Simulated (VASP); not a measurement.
Write the native input for VASP 6.6.1 that does the following.

```
Task                   : relaxation of cell and atoms
Functional             : PBE
Potentials or basis    : VASP PAW PBE potentials, release 64 (Hf_pv, O, F)
Cutoff                 : 600 eV
k mesh                 : 14 × 14 × 12
Occupations            : gaussian, width 0.1 eV
Spin                   : no spin polarisation
Dipole correction      : no
Further INCAR settings : ALGO = Normal; EDIFF = 1e-07; IBRION = 2; EDIFFG = -0.01; NSW = 100; ISIF = 3
```

The structure of HfOF2 lies in POSCAR:

```
HfOF2
1.0
    3.4770267900      0.0000000000      0.0000000000
    0.0000000000      3.4770267900      0.0000000000
    0.0000000000      0.0000000000      4.1092757123
Hf O F
1 1 2
Direct
    0.0000000000      0.0000000000      0.0000000000
    0.5000000000      0.5000000000      0.5000000000
    0.0000000000      0.0000000000      0.5000000000
    0.5000000000      0.5000000000      0.0000000000
```

The cell was generated, and may not be a known phase.

One way to write it, as run:

INCAR

```
SYSTEM = HfOF2
PREC     = Accurate       ! precision mode
ENCUT    = 600            ! plane-wave cutoff, eV
EDIFF    = 1E-7           ! SCF threshold, eV
ISMEAR   = 0              ! smearing method
SIGMA    = 0.1            ! smearing width, eV
LREAL    = .FALSE.        ! projectors in reciprocal space
LASPH    = .TRUE.         ! aspherical terms in the spheres
NELM     = 80             ! most SCF steps
ALGO     = Normal         ! electronic algorithm
ISIF     = 3              ! what is computed and relaxed
LWAVE    = .FALSE.        ! write WAVECAR
LCHARG   = .FALSE.        ! write CHGCAR
GGA      = PE             ! functional
IBRION   = 2              ! ionic algorithm
NSW      = 100            ! ionic steps
EDIFFG   = -0.01          ! ionic threshold
```

KPOINTS

```
regular mesh
0
G
  14 14 12
  0 0 0
```

Potentials or basis: VASP PAW PBE potentials, release 64 (Hf_pv, O, F).

The run is started by

```sh
$ cat potpaw_PBE.64/Hf_pv/POTCAR potpaw_PBE.64/O/POTCAR potpaw_PBE.64/F/POTCAR > POTCAR
$ mpirun -np 1 vasp_std > vasp.out
```

It gave:

| Quantity | Value |
| --- | --- |
| Relaxed volume | 12.32 Å³/atom |
| Relaxed cell | a = 3.489 Å, b = 3.489 Å, c = 4.048 Å, α = 90.00°, β = 90.00°, γ = 90.00° |
| Space group after relaxing (to 0.1 Å) | P4/mmm (No. 123) |
| Energy gained by relaxing | 5.1 meV/atom |
| Ionic steps | 8 |
| Pressure after relaxing | 0.0 GPa |
| Band gap on the k mesh | zero (bands 15 and 16 overlap by 0.98 eV) |

Caveat: spin-orbit coupling is left out, which moves the levels of the heavy elements.

It took 9 min on 1 thread of Intel(R) Xeon(R) 6975P-C (Granite Rapids), on a shared host, peak memory 0.42 GiB.
